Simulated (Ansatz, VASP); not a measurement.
## One calculation of Sb, two programs

The input INCAR:

```
SYSTEM = Sb
ALGO = Normal
EDIFF = 1E-6
ENCUT = 520
GGA = RP
ISIF = 2
ISMEAR = -1
LASPH = .True.
LCHARG = .False.
LREAL = .False.
LWAVE = .False.
NBANDS = 12
NELM = 60
PREC = Accurate
SIGMA = 0.1
```

Contents of KPOINTS:

```
k-points
0
Gamma
  12 12 7
  0 0 0
```

The input POSCAR:

```
Sb
1.0
    3.2994067481      0.0000000000      0.0000000000
   -1.6497033741      2.8573700613      0.0000000000
    0.0000000000      0.0000000000      5.4717615257
Sb
2
Direct
    0.3333333333      0.6666666667      0.2500000000
    0.6666666667      0.3333333333      0.7500000000
```

Input for Ansatz:

```yaml
crystal:
  lattice:
    - [3.2994067481, 0.0, 0.0]
    - [-1.6497033741, 2.8573700613, 0.0]
    - [0.0, 0.0, 5.4717615257]
  atoms:
    - { symbol: Sb, position: [0.3333333333, 0.6666666667, 0.25] }
    - { symbol: Sb, position: [0.6666666667, 0.3333333333, 0.75] }
hamiltonian:
  xc: rpbe
  pseudopotentials:
    kind: paw
    azcp:
      Sb: "pseudopotentials/Sb.paw.azcp"
basis:
  ecutwfc: 420
  fft_grid_basis: typed
kpoints:
  mp_grid: { grid: [12, 12, 7], shift: [0, 0, 0] }
magnetization:
  spin_polarized: false
scf:
  occupations: { method: fermi_dirac, width: 0.1 }
  lower_state_search: "off"
output:
  stress: true
```

Alike in both runs: task single point; functional RPBE; k mesh 12 × 12 × 7; occupations fermi-dirac, width 0.1 eV; no spin polarisation.

```csv
,VASP,Ansatz
version,VASP 6.6.1,Ansatz 0.2.0
potentials or method,"VASP PAW PBE potentials, release 64 (Sb), cutoff 520 eV","plane waves (420 eV) with PAW, scalar-relativistic"
valence electrons in the cell,10,30
```

```csv
,VASP,Ansatz,Ansatz less VASP
pressure (GPa),5.5,5.7,+0.23
"traceless stress, the component that is largest in VASP (GPa)",-0.84,-0.83,+0.010
```

VASP's potentials were made for PBE, not for RPBE. VASP's potentials hold 10 valence electrons a cell and Ansatz's 30, so a difference there can come from the potentials and not from the codes.

Spin-orbit coupling is off throughout.
